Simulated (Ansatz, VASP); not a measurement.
## ZnS in VASP and in Ansatz

```xyz
2
Lattice="0.0000 2.7020 2.7020 2.7020 0.0000 2.7020 2.7020 2.7020 0.0000" Properties=species:S:1:pos:R:3 pbc="T T T"
Zn    4.0530    4.0530    4.0530
S     0.0000    0.0000    0.0000
```

Alike in both runs: functional PBE0; k mesh 5 × 5 × 5; occupations fermi-dirac, width 0.05 eV; no spin polarisation.

|  | VASP | Ansatz |
| --- | --- | --- |
| version | VASP 6.6.1 | Ansatz 0.2.0 |
| potentials or method | VASP PAW PBE potentials, release 64 (Zn, S) | Ansatz PAW |
| plane-wave cutoff (eV) | 520 | 420 |
| valence electrons in the cell | 18 | 18 |
| task | single point | band structure |

|  | VASP | Ansatz | Ansatz less VASP |
| --- | --- | --- | --- |
| gap on the k mesh at the Fermi level (eV) | 4.03 | 4.02 | -0.018 |
| least direct gap on the mesh (eV) | 4.03 | 4.02 | -0.018 |
| pressure (GPa) | 0.7 | 0.7 | +0.08 |

The functional is the same, so the differences come from potentials, cutoffs and numerics.
